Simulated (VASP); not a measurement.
# Cu3Ge in VASP: further runs, part 2 of 2

VASP 6.6.1. The steps go on from the part before.

### Step 3. Single point, PBEsol

Input file INCAR:

```
PREC     = Accurate       # precision mode
ENCUT    = 410            # plane-wave cutoff, eV
EDIFF    = 1E-6           # SCF threshold, eV
ISMEAR   = -1             # smearing method
SIGMA    = 0.1663         # smearing width, eV
LREAL    = Auto         
LASPH    = True           # aspherical terms in the spheres
NELM     = 120            # most SCF steps
ALGO     = Normal         # electronic algorithm
ISIF     = 2              # what is computed and relaxed
LWAVE    = False          # write WAVECAR
LCHARG   = False          # write CHGCAR
GGA      = PS             # functional
NBANDS   = 108            # bands
ISYM     = -1           
GGA_COMPAT= False
```

Input file KPOINTS:

```
explicit points
1
Reciprocal
  0.25000000   0.25000000   0.25000000 1
```

Input file POSCAR:

```
Cu3Ge
1.0
    5.8084680000      0.2175700000     -0.1413800000
    0.2175700000      6.0343640000     -0.1031110000
   -0.1413800000     -0.1031110000      6.2614650000
Cu Ge
12 4
Direct
    0.5169822009      0.9224619622      0.9414812538
    0.7429700571      0.6233937439      0.7094467284
    0.2333188270      0.6109492554      0.7245237663
    0.7612108691      0.5821949689      0.1097265094
    0.9919647599      0.8626640667      0.9202389748
    0.8550651676      0.1736533014      0.6711869633
    0.7624883129      0.1632889950      0.0163301223
    0.4448311873      0.3425414027      0.9318252230
    0.4853704911      0.4076152497      0.4387877751
    0.2437417112      0.1592742835      0.6899931779
    0.3246905786      0.7004138984      0.1803429599
    0.0475816427      0.4452731873      0.9553086468
   -0.0031185814      0.3795640454      0.3783602277
    0.4547022021      0.8205603979      0.5181957578
    0.9079819335      0.8024752784      0.4120565258
    0.2199774097      0.0886254414      0.1422123519
```

Potentials or basis: VASP PAW PBE potentials, release 64 (Cu, Ge_d).

Run with:

```bash
$ cat potpaw_PBE.64/Cu/POTCAR potpaw_PBE.64/Ge_d/POTCAR > POTCAR
$ mpirun -np 1 vasp_std > vasp.out
```

OUTCAR:

```text
PREC = Accurate
   ENCUT = 410
   EDIFF = 1E-6
   ISMEAR = -1
   LREAL = Auto
   LASPH = True
   NELM = 120
   ISIF = 2
   GGA = PS
   ISYM = -1

 ion  position               nearest neighbor table
   1  0.517  0.922  0.941-   7 2.14  16 2.33  11 2.41   8 2.54  10 2.58   2 2.60   4 2.63  14 2.71
                             5 2.77
   2  0.743  0.623  0.709-  14 2.30   5 2.43  15 2.45  12 2.50   4 2.52   9 2.59   1 2.60   6 2.75

   3  0.233  0.611  0.725-  12 2.16  14 2.33   5 2.35   8 2.35   9 2.59  10 2.73
   4  0.761  0.582  0.110-  12 2.07  13 2.43  15 2.43   2 2.52   7 2.58   5 2.59   8 2.61   1 2.63
                            11 2.64
   5  0.992  0.863  0.920-   7 2.25   3 2.35  16 2.35   2 2.43  12 2.53   6 2.54   4 2.59  11 2.62
                             1 2.77
   6  0.855  0.174  0.671-  10 2.25   7 2.26  13 2.46   5 2.54  12 2.64  15 2.73   2 2.75
   7  0.762  0.163  0.016-   8 2.12   1 2.14   5 2.25   6 2.26  12 2.51   4 2.58  16 2.75
   8  0.445  0.343  0.932-   7 2.12  10 2.19   3 2.35  12 2.36  16 2.53   1 2.54   4 2.61  11 2.69

   9  0.485  0.408  0.439-  14 2.52  11 2.54   3 2.59   2 2.59  10 2.72
  10  0.244  0.159  0.690-   8 2.19   6 2.25  14 2.54   1 2.58  12 2.60  13 2.70   9 2.72   3 2.73

  11  0.325  0.700  0.180-  14 2.32  16 2.40   1 2.41   9 2.54   5 2.62  12 2.64   4 2.64   8 2.69

  12  0.048  0.445  0.955-   4 2.07   3 2.16   8 2.36   2 2.50   7 2.51   5 2.53  10 2.60  16 2.60
                            11 2.64   6 2.64  13 2.73
  13  0.997  0.380  0.378-   4 2.43   6 2.46  15 2.57  16 2.57  10 2.70  12 2.73
  14  0.455  0.821  0.518-   2 2.30  11 2.32   3 2.33   9 2.52  10 2.54   1 2.71  15 2.74
  15  0.908  0.802  0.412-   4 2.43   2 2.45  13 2.57   6 2.73  14 2.74
  16  0.220  0.089  0.142-   1 2.33   5 2.35  11 2.40   8 2.53  13 2.57  12 2.60   7 2.75

IMPORTANT INFORMATION: All symmetrisations will be switched off!
NOSYMM: (Re-)initialisation of all symmetry stuff for point group C_1.

----------------------------------------------------------------------------------------

                                     Primitive cell

  volume of cell :     218.9945

[... 101 lines left out ...]
   AEXX    =    0.0000 exact exchange contribution
   IVDW    =     0    specifies the selected vdW correction
   LEPSILON=     F    determine dielectric tensor
   LRPA    =     F    only Hartree local field effects (RPA)
 non-spin polarized calculation
  energy-cutoff  :      410.00
  volume of cell :      218.99
 maximum number of plane-waves:      4137
 NGX is ok and might be reduce to    40
   NGX = 19   NGY = 19   NGZ = 21

 number of electron     187.9999988 magnetization

 Free energy of the ion-electron system (eV)
  ---------------------------------------------------
  ext. energy  EPLUGINS =         0.00000000
  ---------------------------------------------------
  free energy    TOTEN  =       -66.19416229 eV

  energy without entropy =      -65.68858026  energy(sigma->0) =      -65.94137128

 E-fermi :   6.9705     XC(G=0): -12.2608

 val. band max:        6.7678452059   @ k =   0.2500   0.2500   0.2500
 cond. band min:       7.1489142346   @ k =   0.2500   0.2500   0.2500
 fundamental gap:      0.3810690287
 Fermi energy:         6.9704867416

 k-point     1 :       0.2500    0.2500    0.2500
  band No.  band energies     occupation
      1     -17.8435      2.00000
      2     -17.8218      2.00000
      3     -17.7852      2.00000
      4     -17.7657      2.00000
      5     -17.7622      2.00000
      6     -17.5381      2.00000
[... 98 lines left out ...]
    105      11.5637      0.00000
    106      11.9424      0.00000
 [bands above 106 left out]

------------------------ aborting loop because EDIFF is reached ----------------------------------------

  FORCE on cell =-STRESS in cart. coord.  units (eV):
  Direction    XX          YY          ZZ          XY          YZ          ZX
  --------------------------------------------------------------------------------------
  -------------------------------------------------------------------------------------
  Total        9.7735724      4.4177962      6.5974546      1.6246234      3.2891985      2.6122759
  in kB       71.5040639     32.3208721     48.2673886     11.8858461     24.0639813     19.1115732
  external PRESSURE =      50.6974415 kB  Pullay stress =       0.0000000 kB

 VOLUME and BASIS-vectors are now :
 -----------------------------------------------------------------------------
  energy-cutoff  :      410.00
  volume of cell :      218.99
      direct lattice vectors                 reciprocal lattice vectors
     5.808468000  0.217570000 -0.141380000     0.172485284 -0.006154169  0.003793267
     0.217570000  6.034364000 -0.103111000    -0.006154169  0.165983768  0.002594389
    -0.141380000 -0.103111000  6.261465000     0.003793267  0.002594389  0.159835406

 POSITION                                       TOTAL-FORCE (eV/Angst)
 -----------------------------------------------------------------------------------
      3.07047      5.58187      5.72684        -0.638464     -1.843496     -1.243482
      4.35085      3.85028      4.27286         0.386164     -0.837232      0.679096
      1.38572      3.66275      4.44060         0.542994      0.540560     -1.477927
      4.53262      3.66748      0.51940        -3.421419      1.037677      1.206041
      5.81938      5.32656      5.53285         0.075816     -0.836140     -0.331324
      4.90951      1.16472      4.06382        -1.249402      0.092308     -1.046589
[... 8 lines left out ...]
      5.39032      4.99749      2.36896         0.553028      1.207444      0.476545
      1.27691      0.56800      0.85022        -0.241096      0.659207     -0.348143
 -----------------------------------------------------------------------------------
    total drift:                               -0.005893     -0.002298      0.009835

  FREE ENERGIE OF THE ION-ELECTRON SYSTEM (eV)
  ---------------------------------------------------
  free  energy   TOTEN  =       -66.1941622945 eV

  energy  without entropy=      -65.6885802557  energy(sigma->0) =      -65.94137128
```

stdout:

```text
POSCAR found type information on POSCAR CuGe
 POSCAR found :  2 types and      16 ions
 scaLAPACK will be used
 -----------------------------------------------------------------------------
|                                                                             |
|                                                                             |
|     You enforced a specific xc type in the INCAR file but a different       |
|     I HOPE YOU KNOW WHAT YOU ARE DOING!                                     |
|                                                                             |
 -----------------------------------------------------------------------------

 LDA part: xc-table for (Slater+PW92), standard interpolation
 POSCAR, INCAR and KPOINTS ok, starting setup
 FFT: planning ... GRIDC
 FFT: planning ... GRID_SOFT
 FFT: planning ... GRID
 WAVECAR not read
 entering main loop
```

Wall time 2 min (1 thread of Intel Xeon Platinum 8375C at 2.90GHz (Ice Lake), shared host); peak memory 0.24 GiB.

What came out:

* Free energy: -66.1942 eV
* Pressure: 5.1 GPa
* Largest force: 3.773 eV/Å

Forces in eV/Å, atoms in the order of the input:
```
Cu  -0.638 -1.843 -1.243
Cu   0.386 -0.837  0.679
Cu   0.543  0.541 -1.478
Cu  -3.421  1.038  1.206
Cu   0.076 -0.836 -0.331
Cu  -1.249  0.092 -1.047
Cu   2.411  1.327  2.368
Cu   0.187  2.042  0.735
Cu  -0.032 -0.256 -0.151
Cu   0.378 -0.957 -1.107
Cu  -0.418 -1.033 -0.333
Cu   1.106 -1.913  0.018
Ge   0.284 -0.709  0.480
Ge   0.078  1.480  0.075
Ge   0.553  1.207  0.477
Ge  -0.241  0.659 -0.348
```

Stress tensor (GPa, compression positive):
```
7.15 1.19 1.91
1.19 3.23 2.41
1.91 2.41 4.83
```

Caveat: the atoms stand as in a frame of molecular dynamics; the PAW data sets were made with another functional, which shifts forces and pressure a little.

### Step 4. Single point, PBEsol

Input file INCAR:

```
PREC = Accurate
ENCUT = 410
EDIFF = 1E-6
ISMEAR = -1
SIGMA = 0.1663
LREAL = Auto
LASPH = True
NELM = 120
ALGO = Normal
ISIF = 2
LWAVE = False
LCHARG = True
GGA = PS
LELF = True
LVHAR = True
NBANDS = 108
ISYM = -1
GGA_COMPAT = False
```

KPOINTS is that of step 3.

Input file POSCAR:

```
Cu3Ge
1.0
    5.8084680000      0.2175700000     -0.1413800000
    0.2175700000      6.0343640000     -0.1031110000
   -0.1413800000     -0.1031110000      6.2614650000
Cu Ge
12 4
Direct
    0.4801575625      0.9036912568      0.8459608391
    0.6642724143      0.5690176417      0.7785912421
    0.2261161086      0.6898968418      0.6717784494
    0.6832279351      0.6695300834      0.1151878485
    0.9096145067      0.8863833899      0.8939962416
    0.7035231031      0.1478018867      0.6005848626
    0.7385816641      0.2205445372      0.1106014716
    0.4356834564      0.3500855108      0.9108538647
    0.3999972147      0.3847069834      0.3534284913
    0.1667419253      0.1405318895      0.6414603223
    0.1661969653      0.6666922679      0.1239566513
    0.0137250728      0.4214708294      0.8892704390
   -0.0192379091      0.4662722141      0.5067128761
    0.4194179624      0.8572335279      0.4052419870
    0.8912219586      0.8497980862      0.4502249060
    0.2144728843      0.1037964288      0.1242670413
```

Run with:

```bash
$ cat potpaw_PBE.64/Cu/POTCAR potpaw_PBE.64/Ge_d/POTCAR > POTCAR
$ mpirun -np 1 vasp_std > vasp.out
```

It took 1.8 min on 1 thread of Intel Xeon Platinum 8375C at 2.90GHz (Ice Lake), shared host; peak memory 0.24 GiB.

Results (log left out):

```yaml
Free_energy: -67.1348 eV
Pressure: 1.1 GPa
Largest_force: 3.008 eV/Å
```

Forces on the atoms (eV/Å):
```
Cu  -0.047  2.141  0.572
Cu   0.400 -0.055 -2.981
Cu   0.334 -0.310  1.144
Cu   0.016 -0.150  2.189
Cu   0.125  0.497 -0.439
Cu  -0.650  1.500  0.613
Cu   0.948 -0.252  0.834
Cu  -1.872 -0.616  0.136
Cu   0.351  0.146  0.274
Cu   0.468 -0.842 -0.036
Cu   0.768  0.612  0.620
Cu   0.274 -1.041  0.430
Ge  -1.171 -1.886 -0.921
Ge   0.382  0.099 -0.001
Ge   0.483  0.233 -1.416
Ge  -0.810 -0.076 -1.019
```

Stress tensor (GPa, compression positive):
```
0.10 1.96 5.49
1.96 1.41 3.16
5.49 3.16 1.70
```

Levels at points of the mesh, in eV from the Fermi level:
```csv
k point,band 91,band 92,band 93,band 94,band 95,band 96,band 97,band 98
"(0.25, 0.25, 0.25)",-0.88,-0.76,-0.44,-0.26,0.19,0.77,1.10,1.25
```

Caveat: the atoms stand as in a frame of molecular dynamics; the PAW data sets were made with another functional, which shifts forces and pressure a little.

### Step 5. The runs side by side

| cell | pressure (GPa) | largest force (eV/Å) |
| --- | --- | --- |
| as given, atomic positions A | 0.0 | 1.88 |
| as given, atomic positions B | 5.1 | 3.77 |
| as given, atomic positions C | 1.1 | 3.01 |

Alike in all rows: task single point; level PBEsol; potentials or basis VASP PAW PBE potentials, release 64 (Cu, Ge_d); no spin polarisation; k mesh 1 × 1 × 1, shifted; cutoff (eV) 410; smearing fermi-dirac 0.1663 eV.

Caveats: the atoms stand as in a frame of molecular dynamics; the PAW data sets were made with another functional, which shifts forces and pressure a little.

Absolute energies hang on the potentials; compare differences alone.
